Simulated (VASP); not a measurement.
Li8H7 (a cell with a defect): relaxation of the atoms with PBE

System: Li8H7 (a cell with a defect).

```
CELL_PARAMETERS angstrom
0.00000 4.00710 -4.00710
4.00710 4.00710 0.00000
4.00710 0.00000 -4.00710
ATOMIC_POSITIONS crystal
Li 0.50419 0.49581 0.99581
Li 0.50419 0.00419 0.99581
Li 0.00000 0.50000 0.00000
Li 0.99581 0.00419 0.99581
Li 0.50419 0.49581 0.50419
Li 0.50000 0.00000 0.50000
Li 0.99581 0.49581 0.50419
Li 0.99581 0.00419 0.50419
H 0.25000 0.25000 0.25000
H 0.75000 0.75000 0.25000
H 0.75000 0.25000 0.25000
H 0.25000 0.75000 0.75000
H 0.25000 0.25000 0.75000
H 0.75000 0.75000 0.75000
H 0.75000 0.25000 0.75000
```

This cell differs from its parent crystal: atoms taken out.

| Item | Value |
| --- | --- |
| Program | VASP 6.6.1 |
| Task | relaxation of the atoms |
| Functional | PBE |
| Potentials or basis | VASP PAW PBE potentials, release 64 (Li_sv, H) |
| Cutoff | 520 eV |
| k mesh | 2 × 2 × 2 |
| Occupations | gaussian, width 0.01 eV |
| Spin | no spin polarisation |
| Dipole correction | no |
| Charge | -1 |
| Further INCAR settings | LREAL = Auto; ALGO = Normal; EDIFF = 1e-06; IBRION = 2; EDIFFG = -0.025; NSW = 65; NELECT = 32.0 |

```yaml
Energy_gained_by_relaxing: 3.4 meV/atom
Ionic_steps: 4
Largest_force_after_relaxing: 0.009 eV/Å
```

Forces in eV/Å, atoms in the order of the input:
```
Li  -0.009  0.000  0.000
Li   0.000  0.009  0.000
Li   0.000  0.000  0.000
Li   0.000  0.000  0.009
Li   0.000  0.000 -0.009
Li   0.000  0.000  0.000
Li   0.000 -0.009  0.000
Li   0.009  0.000  0.000
H    0.000  0.000  0.000
H    0.000  0.000  0.000
H    0.000  0.000  0.000
H    0.000  0.000  0.000
H    0.000  0.000  0.000
H    0.000  0.000  0.000
H    0.000  0.000  0.000
```

The path:
```csv
step,energy change (eV),largest force (eV/Å),pressure (GPa)
1,0.0000,0.2612,6.04
2,-0.0183,0.2206,6.10
3,-0.0501,0.0354,6.16
4,-0.0507,0.0086,6.16
```

Final structure:
```xyz
15
Lattice="0.0000 4.0071 -4.0071 4.0071 4.0071 0.0000 4.0071 0.0000 -4.0071" Properties=species:S:1:pos:R:3 pbc="T T T"
Li    2.0276    4.0071   -2.0036
Li    4.0071    5.9866   -2.0036
Li    6.0107    6.0107   -8.0142
Li    4.0071    4.0071   -0.0241
Li    4.0071    4.0071   -3.9830
Li    6.0107    6.0107   -4.0071
Li    4.0071    2.0276   -2.0036
Li    5.9866    4.0071   -2.0036
H     2.0036    2.0036   -2.0036
H     4.0071    6.0107   -4.0071
H     2.0036    4.0071   -4.0071
H     6.0107    4.0071   -4.0071
H     4.0071    2.0036   -4.0071
H     6.0107    6.0107   -6.0107
H     4.0071    4.0071   -6.0107
```

Levels at points of the mesh, in eV from the Fermi level:
```tsv
k point	band 13	band 14	band 15	band 16	band 17	band 18	band 19	band 20
(0.00, 0.00, 0.00)	-4.65	-3.00	-3.00	0.00	0.00	0.00	1.28	1.79
(0.50, 0.00, 0.00)	-4.76	-4.73	-4.73	-0.87	2.32	2.32	2.34	2.81
(0.50, 0.50, 0.00)	-5.69	-4.48	-3.23	-0.12	2.19	2.19	2.42	2.42
```

Wall time 81 s on 1 thread of AMD EPYC 7R43 64-Core Processor (Zen 3), with other jobs on the host, peak memory 0.2 GiB.

Caveat: the k points lie up to 0.68 Å⁻¹ apart; the cell carries a net charge on a neutralising background, which shifts energy and pressure; the cell differs from its parent crystal (atoms taken out); the cell is charged against a uniform background, so pressure and absolute levels hang on convention; the cutoff is under 1.25 times the usual one of these potentials, so pressure, stress and relaxed cells hold a basis-set (Pulay) error.
